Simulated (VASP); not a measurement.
Input of a VASP 6.6.1 run:

File INCAR:

```
SYSTEM = AlN
PREC = Accurate
ENCUT = 600
EDIFF = 1E-6
ISMEAR = -1
SIGMA = 0.05
LREAL = .False.
LASPH = .True.
NELM = 60
ALGO = Normal
ISIF = 3
LWAVE = .False.
LCHARG = .False.
GGA = RP
IVDW = 12
IBRION = 2
NSW = 60
EDIFFG = -0.01
```

KPOINTS

```
regular mesh
0
Gamma
  10 10 10
  0 0 0
```

The input POSCAR:

```
AlN
1.0
    0.0000000000      2.1839935596      2.1839935596
    2.1839935596      0.0000000000      2.1839935596
    2.1839935596      2.1839935596      0.0000000000
Al N
1 1
Direct
    0.0000000000      0.0000000000      0.0000000000
    0.2500000000      0.2500000000      0.2500000000
```

Potentials or basis: VASP PAW PBE potentials, release 64 (Al, N).

Run with:

```sh
$ cat potpaw_PBE.64/Al/POTCAR potpaw_PBE.64/N/POTCAR > POTCAR
$ mpirun -np 1 vasp_std > vasp.out
```

**Question.** What does it give for the relaxed volume?

**Answer.** 9.76 Å³/atom.

**Question.** What does it give for the space group after relaxing (to 0.05 Å)?

**Answer.** F-43m (No. 216).

**Question.** What does it give for the relaxed cell?

**Answer.** a = 3.022 Å, b = 3.022 Å, c = 3.022 Å, α = 60.00°, β = 60.00°, γ = 60.00°.

**Question.** Estimate the dispersion energy per atom.

**Answer.** -1.220 eV.

Final structure:
```
Al N
1.0
     0.00000    2.13708    2.13708
     2.13708    0.00000    2.13708
     2.13708    2.13708    0.00000
Al N
1 1
Direct
  0.00000 0.00000 0.00000
  0.25000 0.25000 0.25000
```

Caveat: the PAW data sets were made with another functional, which shifts forces and pressure a little.
